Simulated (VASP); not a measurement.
**Ta: single point with r2SCAN**

Ta:

```
Ta
1.0
     0.00000    3.02967    3.02967
     3.02967    0.00000    3.02967
     3.02967    3.02967    0.00000
Ta
2
Cartesian
  0.0000 0.0000 0.0000
  1.5148 1.5148 1.5148
```

```
Program                : VASP 6.6.1
Task                   : single point
Functional             : r2SCAN
Potentials or basis    : VASP PAW PBE potentials, release 64 (Ta_pv)
Cutoff                 : 520 eV
k mesh                 : 6 × 6 × 6
Occupations            : fermi-dirac, width 0.1 eV
Spin                   : no spin polarisation
Dipole correction      : no
Further INCAR settings : ALGO = Normal; EDIFF = 1e-07; NBANDS = 18
```

The pressure is 0.2 GPa. The band gap on the k mesh is zero (band 11 reaches 2.32 eV, above the bottom of band 12 at 1.63 eV).

Levels at points of the mesh, in eV from the Fermi level:
```tsv
k point	band 9	band 10	band 11	band 12	band 13	band 14
(0.00, 0.00, 0.00)	-0.98	-0.36	-0.36	-0.36	2.17	2.17
(0.50, 0.00, 0.00)	-0.86	-0.86	-0.40	-0.40	-0.14	3.41
(0.50, 0.50, 0.00)	-1.07	-1.07	-0.28	-0.28	2.01	2.01
```

Run time: 24 s on 1 thread of Intel(R) Xeon(R) 6975P-C (Granite Rapids), with other jobs on the host, peak memory 0.18 GiB.

Caveat: the PAW data sets were made with another functional, which shifts forces and pressure a little; spin-orbit coupling is left out, which moves the levels of the heavy elements.
